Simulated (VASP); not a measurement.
LiCl: single point with r2SCAN

The system is LiCl.

```xyz
4
Lattice="3.6451 0.0000 0.0000 -1.8225 3.1567 0.0000 0.0000 0.0000 6.1422" Properties=species:S:1:pos:R:3 pbc="T T T"
Li    0.0000    0.0000    0.0000
Li    0.0000    0.0000    3.0711
Cl    0.0000    2.1045    1.5356
Cl    1.8225    1.0522    4.6067
```

This cell differs from its parent crystal: volume changed by +6%.

| Item | Value |
| --- | --- |
| Program | VASP 6.6.1 |
| Task | single point |
| Functional | r2SCAN |
| Potentials or basis | VASP PAW PBE potentials, release 64 (Li_sv, Cl) |
| Cutoff | 520 eV |
| k mesh | 6 × 6 × 4 |
| Occupations | gaussian, width 0.01 eV |
| Spin | no spin polarisation |

The band gap on the k mesh is 6.96 eV, direct.

Levels at points of the mesh, in eV from the valence-band top:
```csv
k point,band 6,band 7,band 8,band 9,band 10,band 11,band 12,band 13,band 14,band 15
"(0.00, 0.00, 0.00)",-0.20,-0.20,-0.17,0.00,0.00,6.96,7.48,11.08,11.08,11.93
"(0.50, 0.00, 0.00)",-2.35,-1.77,-1.00,-0.71,-0.29,7.85,8.95,9.55,10.32,10.72
"(0.00, 0.00, 0.50)",-1.60,-0.10,-0.10,-0.10,-0.10,7.85,7.85,11.27,11.27,11.27
"(0.50, 0.00, 0.50)",-2.71,-0.86,-0.86,-0.67,-0.67,8.24,8.24,9.44,9.44,12.05
```

Wall time 64 s on 1 thread of Intel(R) Xeon(R) Platinum 8559C (Emerald Rapids) (shared host), peak memory 0.19 GiB.

 A k mesh can miss the band edges.
